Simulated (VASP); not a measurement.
# Si2W (Fm-3m) in VASP: further runs

The runs below take Si2W through single point, relaxation of cell and atoms, with PBE.

Program: VASP 6.6.1. These are calculated values, not measurements. Logs are shortened: lines on timing, memory, paths and dates and some standing lists are left out, and cuts for length are marked.

## 1. The cell of the first run

Symmetry: Fm-3m, No. 225, cubic system. The conventional cell has a = 5.898 Å, b = 5.898 Å, c = 5.898 Å, α = 90.00°, β = 90.00°, γ = 90.00°. Within 3.4 Å of Si (site symmetry -43m) lie 4 W at 2.55 Å and 6 Si at 2.95 Å. Within 3.4 Å of W (site symmetry m-3m) lie 8 Si at 2.55 Å.

## 2. Single point, PBE

The input, INCAR:

```
SYSTEM = Si2W
ALGO = Normal
EDIFF = 1E-6
ENCUT = 500
GGA = PE
GGA_COMPAT = .FALSE.
ISIF = 2
ISMEAR = 0
LASPH = .TRUE.
LCHARG = .FALSE.
LREAL = .FALSE.
LWAVE = .FALSE.
NBANDS = 18
NELM = 120
PREC = Accurate
SIGMA = 0.1
```

The input, KPOINTS:

```
k-points
0
G
  6 6 6
  0 0 0
```

The input, POSCAR:

```
Si2W
1.0
    0.0000000000      2.9488971017      2.9488971017
    2.9488971017      0.0000000000      2.9488971017
    2.9488971017      2.9488971017      0.0000000000
Si W
2 1
Direct
    0.2500000000      0.2500000000      0.2500000000
    0.7500000000      0.7500000000      0.7500000000
    0.5000000000      0.5000000000      0.5000000000
```

Potentials or basis: VASP PAW PBE potentials, release 64 (Si, W_sv).

Command:

```
> cat potpaw_PBE.64/Si/POTCAR potpaw_PBE.64/W_sv/POTCAR > POTCAR
> mpirun -np 1 vasp_std > vasp.out
```

OUTCAR:

```text
SYSTEM = Si2W
   EDIFF = 1E-6
   ENCUT = 500
   GGA = PE
   ISIF = 2
   ISMEAR = 0
   LASPH = .TRUE.
   LREAL = .FALSE.
   NELM = 120
   PREC = Accurate

 ion  position               nearest neighbor table
   1  0.250  0.250  0.250-   3 2.55   3 2.55   3 2.55   3 2.55   2 2.95   2 2.95   2 2.95   2 2.95
                             2 2.95   2 2.95
   2  0.750  0.750  0.750-   3 2.55   3 2.55   3 2.55   3 2.55   1 2.95   1 2.95   1 2.95   1 2.95
                             1 2.95   1 2.95
   3  0.500  0.500  0.500-   1 2.55   1 2.55   1 2.55   1 2.55   2 2.55   2 2.55   2 2.55   2 2.55

  LATTYP: Found a face centered cubic cell.
 ALAT       =     5.8977942034

  Lattice vectors:

 A1 = (   0.0000000000,   2.9488971017,   2.9488971017)
 A2 = (   2.9488971017,   0.0000000000,   2.9488971017)
 A3 = (   2.9488971017,   2.9488971017,   0.0000000000)

Analysis of symmetry for initial positions (statically):
=====================================================================
 Subroutine PRICEL returns:
 Original cell was already a primitive cell.

 Routine SETGRP: Setting up the symmetry group for a
 face centered cubic supercell.

 Subroutine GETGRP returns: Found 48 space group operations
 (whereof 48 operations were pure point group operations)
 out of a pool of 48 trial point group operations.

The static configuration has the point symmetry O_h .

Analysis of symmetry for dynamics (positions and initial velocities):
=====================================================================
 Subroutine PRICEL returns:
 Original cell was already a primitive cell.

 Routine SETGRP: Setting up the symmetry group for a
 face centered cubic supercell.

 Subroutine GETGRP returns: Found 48 space group operations
 (whereof 48 operations were pure point group operations)
 out of a pool of 48 trial point group operations.

The dynamic configuration has the point symmetry O_h .

 Subroutine INISYM returns: Found 48 space group operations
 (whereof 48 operations are pure point group operations),
 and found     1 'primitive' translations

----------------------------------------------------------------------------------------

                                     Primitive cell

  volume of cell :      51.2872

  direct lattice vectors                    reciprocal lattice vectors
     0.000000000  2.948897102  2.948897102    -0.169554916  0.169554916  0.169554916
     2.948897102  0.000000000  2.948897102     0.169554916 -0.169554916  0.169554916
[... 77 lines left out ...]
   NELM   =    120;   NELMIN=  2; NELMDL= -5     # of ELM steps
   EDIFF  = 0.1E-05   stopping-criterion for ELM
   LREAL  =      F    real-space projection
   EDIFFG = 0.1E-04   stopping-criterion for IOM
   NSW    =      0    number of steps for IOM
   IBRION =     -1    ionic relax: 0-MD 1-quasi-New 2-CG
   NFREE  =      0    steps in history (QN), initial steepest desc. (CG)
   ISIF   =      2    stress and relaxation
   ISYM   =      2    0-nonsym 1-usesym 2-fastsym
   POTIM  = 0.5000    time-step for ionic-motion
   TEBEG  =    0.0;   TEEND  =   0.0 temperature during run
   PSTRESS=    0.0 pullay stress
   NELECT =      22.0000    total number of electrons
   NUPDOWN=      -1.0000    fix difference up-down
   EMIN   =  10.00;   EMAX   =-10.00  energy-range for DOS
   EFERMI =   0.00;   METHOD = LEGACY
   ISMEAR =     0;   SIGMA  =   0.10  broadening in eV -4-tet -1-fermi 0-gaus
   EFERMI_NEDOS =   21; number of points for ismear=-14 and -15
   IALGO  =     38    algorithm
   IMIX   =      4    mixing-type and parameters
     AMIX     =   0.40;   BMIX     =  1.00
     AMIX_MAG =   1.60;   BMIX_MAG =  1.00
  volume/ion in A,a.u.               =      17.10       115.37
  Fermi-wavevector in a.u.,A,eV,Ry     =   1.234656  2.333162 20.740400  1.524376
  Thomas-Fermi vector in A             =   2.369338
   LORBIT       =      0    0 simple, 1 ext, 2 COOP (PROOUT), +10 PAW based schemes
   GGA     = PE    functional components
   LHFCALC =     F    Hartree Fock is set to
   AEXX    =    0.0000 exact exchange contribution
   IVDW    =     0    specifies the selected vdW correction
   LEPSILON=     F    determine dielectric tensor
   LRPA    =     F    only Hartree local field effects (RPA)
 non-spin polarized calculation
 Gauss-broadening in eV      SIGMA  =   0.10
  energy-cutoff  :      500.00
  volume of cell :       51.29
 maximum number of plane-waves:      1315
   NGX = 15   NGY = 15   NGZ = 15

 number of electron      21.9999996 magnetization

 Free energy of the ion-electron system (eV)
  ---------------------------------------------------
  ext. energy  EPLUGINS =         0.00000000
  ---------------------------------------------------
  free energy    TOTEN  =       -22.22884671 eV

  energy without entropy =      -22.21755576  energy(sigma->0) =      -22.22320124

 E-fermi :   8.4238     XC(G=0): -11.1655

 val. band max:        8.3581545760   @ k =  -0.1667   0.1667   0.0000
 cond. band min:       8.4337884038   @ k =   0.3333   0.3333   0.0000
 fundamental gap:      0.0756338278
 Fermi energy:         8.4238255809

 k-point     1 :       0.0000    0.0000    0.0000
  band No.  band energies     occupation
      1     -65.0123      2.00000
      2     -29.3258      2.00000
      3     -29.3258      2.00000
      4     -29.3258      2.00000
      5      -3.4903      2.00000
      6       3.9694      2.00000
[... 313 lines left out ...]
      5       0.3068      2.00000
      6       0.7291      2.00000
[... 10 lines left out ...]
     17      14.7752      0.00000
     18      16.5760      0.00000

------------------------ aborting loop because EDIFF is reached ----------------------------------------

  FORCE on cell =-STRESS in cart. coord.  units (eV):
  Direction    XX          YY          ZZ          XY          YZ          ZX
  --------------------------------------------------------------------------------------
  -------------------------------------------------------------------------------------
  Total        0.0022048      0.0022048      0.0022048     -0.0000000      0.0000000      0.0000000
  in kB        0.0688776      0.0688776      0.0688776     -0.0000000      0.0000000      0.0000000
  external PRESSURE =       0.0688776 kB  Pullay stress =       0.0000000 kB

 VOLUME and BASIS-vectors are now :
 -----------------------------------------------------------------------------
  energy-cutoff  :      500.00
  volume of cell :       51.29
      direct lattice vectors                 reciprocal lattice vectors
     0.000000000  2.948897102  2.948897102    -0.169554916  0.169554916  0.169554916
     2.948897102  0.000000000  2.948897102     0.169554916 -0.169554916  0.169554916
     2.948897102  2.948897102  0.000000000     0.169554916  0.169554916 -0.169554916

 POSITION                                       TOTAL-FORCE (eV/Angst)
 -----------------------------------------------------------------------------------
      1.47445      1.47445      1.47445         0.000000      0.000000      0.000000
      4.42335      4.42335      4.42335        -0.000000     -0.000000     -0.000000
      2.94890      2.94890      2.94890         0.000000     -0.000000      0.000000
 -----------------------------------------------------------------------------------
    total drift:                                0.000000     -0.000000      0.000000

  FREE ENERGIE OF THE ION-ELECTRON SYSTEM (eV)
  ---------------------------------------------------
  free  energy   TOTEN  =       -22.2288467130 eV

  energy  without entropy=      -22.2175557607  energy(sigma->0) =      -22.22320124
```

OSZICAR:

```text
N       E                     dE             d eps       ncg     rms          rms(c)
DAV:   1     0.139503675384E+03    0.13950E+03   -0.12244E+04   640   0.116E+03
DAV:   2    -0.175610901390E+02   -0.15706E+03   -0.15354E+03   628   0.304E+02
DAV:   3    -0.226956148778E+02   -0.51345E+01   -0.50299E+01   746   0.515E+01
DAV:   4    -0.227568158781E+02   -0.61201E-01   -0.61132E-01   696   0.572E+00
DAV:   5    -0.227575232867E+02   -0.70741E-03   -0.70737E-03   710   0.693E-01    0.205E+01
DAV:   6    -0.223075024046E+02    0.45002E+00   -0.28107E+00   668   0.105E+01    0.734E+00
DAV:   7    -0.222489947387E+02    0.58508E-01   -0.26892E-01   668   0.285E+00    0.473E+00
DAV:   8    -0.222283930195E+02    0.20602E-01   -0.41702E-02   656   0.164E+00    0.207E-01
DAV:   9    -0.222286418845E+02   -0.24886E-03   -0.10751E-03   698   0.247E-01    0.169E-01
DAV:  10    -0.222288428203E+02   -0.20094E-03   -0.35254E-04   610   0.130E-01    0.416E-02
DAV:  11    -0.222288436530E+02   -0.83273E-06   -0.24840E-05   726   0.420E-02    0.942E-03
DAV:  12    -0.222288466234E+02   -0.29704E-05   -0.73199E-06   600   0.150E-02    0.222E-03
DAV:  13    -0.222288467130E+02   -0.89567E-07   -0.22299E-07   434   0.367E-03
   1 F= -.22228847E+02 E0= -.22223201E+02  d E =-.112910E-01
```

It took 9.4 s on 1 thread of Intel Xeon 6975P-C (Granite Rapids), shared host; peak memory 0.16 GiB.

Results:

```yaml
Free_energy: -22.2288 eV
Pressure: 0.0 GPa
Band_gap_on_the_k_mesh: zero (band 11 reaches 8.49 eV, above the bottom of band 12 at 7.35 eV)
```

Levels at points of the mesh, in eV from the Fermi level:
```tsv
k point	band 7	band 8	band 9	band 10	band 11	band 12	band 13	band 14	band 15	band 16
(0.00, 0.00, 0.00)	-4.45	-4.45	-2.41	-0.94	-0.94	3.71	3.71	3.71	4.31	4.31
(0.50, 0.00, 0.00)	-3.76	-3.76	-2.00	-0.34	-0.34	-0.24	-0.24	0.91	5.60	6.78
(0.50, 0.50, 0.00)	-6.61	-2.96	-2.96	-1.28	-1.08	-1.08	0.45	5.12	6.16	6.81
```

Caveat: spin-orbit coupling is left out, which moves the levels of the heavy elements.

## 3. Relaxation of cell and atoms, PBE

This run uses another cell than the first one, of 27.99 Å³/atom, 1.637 times its volume.

The input, INCAR:

```
PREC = Accurate
ENCUT = 500
EDIFF = 1E-7
ISMEAR = 0
SIGMA = 0.1
LREAL = F
LASPH = T
NELM = 120
ALGO = Normal
ISIF = 3
LWAVE = F
LCHARG = F
GGA = PE
IBRION = 2
NSW = 90
EDIFFG = -0.04
GGA_COMPAT = F
NELMIN = 4
```

The input, KPOINTS:

```
Automatic mesh
0
Gamma
  4 4 4
```

The input, POSCAR:

```
Si2W
1.0
    0.0000000000      3.4754541900      3.4754541900
    3.4754541900      0.0000000000      3.4754541900
    3.4754541900      3.4754541900      0.0000000000
Si W
2 1
Direct
    0.2500000000      0.2500000000      0.2500000000
    0.7500000000      0.7500000000      0.7500000000
    0.5000000000      0.5000000000      0.5000000000
```

Potentials or basis: VASP PAW PBE potentials, release 64 (Si, W_sv).

Command:

```
> cat potpaw_PBE.64/Si/POTCAR potpaw_PBE.64/W_sv/POTCAR > POTCAR
> mpirun -np 1 vasp_std > vasp.out
```

Wall time 30 s (1 thread of Intel Xeon 6975P-C (Granite Rapids), shared host); peak memory 0.21 GiB.

The run converged. Its results:

| Quantity | Value |
| --- | --- |
| Free energy | -22.2861 eV |
| Relaxed volume | 16.77 Å³/atom |
| Relaxed cell | a = 4.144 Å, b = 4.144 Å, c = 4.144 Å, α = 60.00°, β = 60.00°, γ = 60.00° |
| Space group after relaxing (to 0.05 Å) | Fm-3m (No. 225) |
| Energy gained by relaxing | 1262.9 meV/atom |
| Ionic steps | 4 |
| Pressure after relaxing | -0.2 GPa |
| Band gap on the k mesh | zero (band 11 reaches 9.34 eV, above the bottom of band 12 at 7.58 eV) |

Step by step:
| step | energy change (eV) | largest force (eV/Å) | pressure (GPa) | volume (Å³) |
| --- | --- | --- | --- | --- |
| 1 | 0.0000 | 0.0000 | -23.07 | 83.96 |
| 2 | -3.3176 | 0.0000 | 26.84 | 43.90 |
| 3 | -3.7855 | 0.0000 | -1.67 | 50.87 |
| 4 | -3.7888 | 0.0000 | -0.23 | 50.32 |

Final structure:
```
CELL_PARAMETERS angstrom
0.00000 2.93027 2.93027
2.93027 0.00000 2.93027
2.93027 2.93027 0.00000
ATOMIC_POSITIONS crystal
Si 0.25000 0.25000 0.25000
Si 0.75000 0.75000 0.75000
W 0.50000 0.50000 0.50000
```

Levels at points of the mesh, in eV from the Fermi level:
```tsv
k point	band 9	band 10	band 11	band 12	band 13	band 14
(0.00, 0.00, 0.00)	-2.34	-0.95	-0.95	3.74	3.74	3.74
(0.50, 0.00, 0.00)	-1.99	-0.35	-0.35	-0.21	-0.21	0.92
(0.50, 0.50, 0.00)	-3.01	-1.28	-1.06	-1.06	0.51	5.34
```

Caveat: the k points lie up to 0.46 Å⁻¹ apart in the final cell; the volume moved by over 15 % at a fixed basis, so the end points are rough; spin-orbit coupling is left out, which moves the levels of the heavy elements.

## 4. Relaxation of cell and atoms, PBE

This run uses another cell than the first one, of 16.75 Å³/atom, 0.980 times its volume.

The input, INCAR:

```
SYSTEM = Si2W
ALGO = Normal
EDIFF = 1E-7
EDIFFG = -0.04
ENCUT = 500
GGA = PE
GGA_COMPAT = .FALSE.
IBRION = 2
ISIF = 3
ISMEAR = 0
LASPH = .TRUE.
LCHARG = .FALSE.
LREAL = .FALSE.
LWAVE = .FALSE.
NELM = 120
NELMIN = 4
NSW = 90
PREC = Accurate
SIGMA = 0.1
```

The input, KPOINTS:

```
k-points
0
G
  6 6 6
  0 0 0
```

The input, POSCAR:

```
Si2W
1.0
    0.0000000000      2.9288830633      2.9288830633
    2.9288830633      0.0000000000      2.9288830633
    2.9288830633      2.9288830633      0.0000000000
Si W
2 1
Direct
    0.2500000000      0.2500000000      0.2500000000
    0.7500000000      0.7500000000      0.7500000000
    0.5000000000      0.5000000000      0.5000000000
```

Command:

```
> cat potpaw_PBE.64/Si/POTCAR potpaw_PBE.64/W_sv/POTCAR > POTCAR
> mpirun -np 1 vasp_std > vasp.out
```

Wall time 17 s (1 thread of Intel Xeon 6975P-C (Granite Rapids), shared host); peak memory 0.17 GiB.

The run converged. Its results:

```yaml
Free_energy: -22.2286 eV
Relaxed_volume: 17.10 Å³/atom
Relaxed_cell: a = 4.171 Å, b = 4.171 Å, c = 4.171 Å, α = 60.00°, β = 60.00°, γ = 60.00°
Space_group_after_relaxing_to_0.05_Å: Fm-3m (No. 225)
Energy_gained_by_relaxing: 3.3 meV/atom
Ionic_steps: 3
Pressure_after_relaxing: 0.0 GPa
Band_gap_on_the_k_mesh: zero (band 11 reaches 8.49 eV, above the bottom of band 12 at 7.34 eV)
```

The path:
| step | energy change (eV) | largest force (eV/Å) | pressure (GPa) | volume (Å³) |
| --- | --- | --- | --- | --- |
| 1 | 0.0000 | 0.0000 | 3.08 | 50.25 |
| 2 | 0.0052 | 0.0000 | -3.51 | 52.62 |
| 3 | -0.0098 | 0.0000 | -0.01 | 51.29 |

Final structure:
```cif
data_structure
_symmetry_space_group_name_H-M 'P 1'
_symmetry_Int_Tables_number 1
_cell_length_a 4.1705
_cell_length_b 4.1705
_cell_length_c 4.1705
_cell_angle_alpha 60.000
_cell_angle_beta 60.000
_cell_angle_gamma 60.000
_cell_volume 51.29
loop_
_atom_site_label
_atom_site_type_symbol
_atom_site_fract_x
_atom_site_fract_y
_atom_site_fract_z
_atom_site_occupancy
Si1 Si 0.25000 0.25000 0.25000 1
Si2 Si 0.75000 0.75000 0.75000 1
W1 W 0.50000 0.50000 0.50000 1
```

Levels at points of the mesh, in eV from the Fermi level:
| k point | band 7 | band 8 | band 9 | band 10 | band 11 | band 12 | band 13 | band 14 | band 15 |
| --- | --- | --- | --- | --- | --- | --- | --- | --- | --- |
| (0.00, 0.00, 0.00) | -4.45 | -4.45 | -2.41 | -0.94 | -0.94 | 3.71 | 3.71 | 3.71 | 4.31 |
| (0.50, 0.00, 0.00) | -3.76 | -3.76 | -2.00 | -0.34 | -0.34 | -0.24 | -0.24 | 0.91 | 5.60 |
| (0.50, 0.50, 0.00) | -6.61 | -2.96 | -2.96 | -1.28 | -1.08 | -1.08 | 0.45 | 5.11 | 6.16 |

Caveat: spin-orbit coupling is left out, which moves the levels of the heavy elements.

## 5. Single point, PBE

This run uses another cell than the first one, of 17.03 Å³/atom, 0.996 times its volume.

The input, INCAR:

```
SYSTEM = Si2W
PREC     = Accurate       ! precision mode
ENCUT    = 500            ! plane-wave cutoff, eV
EDIFF    = 1E-6           ! SCF threshold, eV
ISMEAR   = 0              ! smearing method
SIGMA    = 0.1            ! smearing width, eV
LREAL    = .False.        ! projectors in reciprocal space
LASPH    = .True.         ! aspherical terms in the spheres
NELM     = 120            ! most SCF steps
ALGO     = Normal         ! electronic algorithm
ISIF     = 2              ! what is computed and relaxed
LWAVE    = .False.        ! write WAVECAR
LCHARG   = .True.         ! write CHGCAR
GGA      = PE             ! functional
LELF     = .True.         ! ELF
LVHAR    = .True.       
NBANDS   = 18             ! bands
GGA_COMPAT= .False.
```

The input, KPOINTS:

```
regular mesh
0
Gamma
  14 14 14
  0 0 0
```

The input, POSCAR:

```
Si2W
1.0
    0.0000000000      2.9451317438      2.9451317438
    2.9451317438      0.0000000000      2.9451317438
    2.9451317438      2.9451317438      0.0000000000
Si W
2 1
Direct
    0.2500000000      0.2500000000      0.2500000000
    0.7500000000      0.7500000000      0.7500000000
    0.5000000000      0.5000000000      0.5000000000
```

Command:

```
> cat potpaw_PBE.64/Si/POTCAR potpaw_PBE.64/W_sv/POTCAR > POTCAR
> mpirun -np 1 vasp_std > vasp.out
```

It took 44 s on 1 thread of Intel Xeon 6975P-C (Granite Rapids), shared host; peak memory 0.22 GiB.

Results (log left out):

```yaml
Free_energy: -22.2502 eV
Pressure: 0.0 GPa
Band_gap_on_the_k_mesh: zero (band 11 reaches 9.00 eV, above the bottom of band 12 at 7.40 eV)
```

Levels at points of the mesh, in eV from the Fermi level:
```tsv
k point	band 8	band 9	band 10	band 11	band 12	band 13	band 14	band 15
(0.00, 0.00, 0.00)	-4.44	-2.37	-0.91	-0.91	3.74	3.74	3.74	4.35
(0.50, 0.00, 0.00)	-3.74	-1.97	-0.32	-0.32	-0.20	-0.20	0.94	5.68
(0.50, 0.50, 0.00)	-2.95	-2.95	-1.25	-1.04	-1.04	0.49	5.20	6.22
```

Caveat: spin-orbit coupling is left out, which moves the levels of the heavy elements.

## 6. Relaxation of cell and atoms, PBE

The input, INCAR:

```
SYSTEM = Si2W
ALGO = Normal
EDIFF = 1E-7
EDIFFG = -0.01
ENCUT = 500
GGA = PE
GGA_COMPAT = .False.
IBRION = 2
ISIF = 3
ISMEAR = 0
LASPH = .True.
LCHARG = .False.
LREAL = .False.
LWAVE = .False.
NELM = 120
NELMIN = 4
NSW = 100
PREC = Accurate
SIGMA = 0.1
```

The input, KPOINTS:

```
k-points
0
Gamma
  14 14 14
  0 0 0
```

The input, POSCAR:

```
Si2W
1.0
    0.0000000000      2.9488971017      2.9488971017
    2.9488971017      0.0000000000      2.9488971017
    2.9488971017      2.9488971017      0.0000000000
Si W
2 1
Direct
    0.2500000000      0.2500000000      0.2500000000
    0.7500000000      0.7500000000      0.7500000000
    0.5000000000      0.5000000000      0.5000000000
```

Potentials or basis: VASP PAW PBE potentials, release 64 (Si, W_sv).

Command:

```
> cat potpaw_PBE.64/Si/POTCAR potpaw_PBE.64/W_sv/POTCAR > POTCAR
> mpirun -np 1 vasp_std > vasp.out
```

It took 1.8 min on 1 thread of Intel Xeon 6975P-C (Granite Rapids), shared host; peak memory 0.23 GiB.

The run converged. Its results:

```yaml
Free_energy: -22.2502 eV
Relaxed_volume: 17.03 Å³/atom
Relaxed_cell: a = 4.165 Å, b = 4.165 Å, c = 4.165 Å, α = 60.00°, β = 60.00°, γ = 60.00°
Space_group_after_relaxing_to_0.05_Å: Fm-3m (No. 225)
Energy_gained_by_relaxing: 0.1 meV/atom
Ionic_steps: 3
Pressure_after_relaxing: 0.0 GPa
Band_gap_on_the_k_mesh: zero (band 11 reaches 9.00 eV, above the bottom of band 12 at 7.40 eV)
```

The path:
```tsv
step	energy change (eV)	largest force (eV/Å)	pressure (GPa)	volume (Å³)
1	0.0000	0.0000	-0.50	51.29
2	0.0001	0.0000	0.58	50.90
3	-0.0003	0.0000	0.01	51.10
```

Final structure:
```yaml
crystal:
  lattice:
    - [0.00000, 2.94536, 2.94536]
    - [2.94536, 0.00000, 2.94536]
    - [2.94536, 2.94536, 0.00000]
  atoms:
    - { symbol: Si, position: [0.25000, 0.25000, 0.25000] }
    - { symbol: Si, position: [0.75000, 0.75000, 0.75000] }
    - { symbol: W, position: [0.50000, 0.50000, 0.50000] }
```

Levels at points of the mesh, in eV from the Fermi level:
```csv
k point,band 9,band 10,band 11,band 12,band 13,band 14
"(0.00, 0.00, 0.00)",-2.37,-0.91,-0.91,3.74,3.74,3.74
"(0.50, 0.00, 0.00)",-1.97,-0.32,-0.32,-0.20,-0.20,0.94
"(0.50, 0.50, 0.00)",-2.95,-1.25,-1.04,-1.04,0.49,5.19
```

Caveat: spin-orbit coupling is left out, which moves the levels of the heavy elements.

## 7. The runs side by side

```tsv
task	cell	k mesh	gap on the mesh (eV)	pressure (GPa)	relaxed volume (Å³/atom)
single point	a = 4.170 Å, angles 60.0°, 3 atoms	6 × 6 × 6	none	0.0	-
relaxation of cell and atoms	relaxed from a = 4.915 Å, angles 60.0°, 3 atoms	4 × 4 × 4	none	-0.2	16.77
relaxation of cell and atoms	relaxed from a = 4.142 Å, angles 60.0°, 3 atoms	6 × 6 × 6	none	0.0	17.10
single point	a = 4.165 Å, angles 60.0°, 3 atoms	14 × 14 × 14	none	0.0	-
relaxation of cell and atoms	relaxed from a = 4.170 Å, angles 60.0°, 3 atoms	14 × 14 × 14	none	0.0	17.03
```

Alike in all rows: level PBE; potentials or basis VASP PAW PBE potentials, release 64 (Si, W_sv); no spin polarisation; cutoff (eV) 500; smearing gaussian 0.1 eV.

Caveats: some runs use coarse meshes; spin-orbit coupling is left out, which moves the levels of the heavy elements; the volume moved by over 15 % at a fixed basis, so the end points are rough (some runs).

Absolute energies hang on the potentials; compare differences alone.
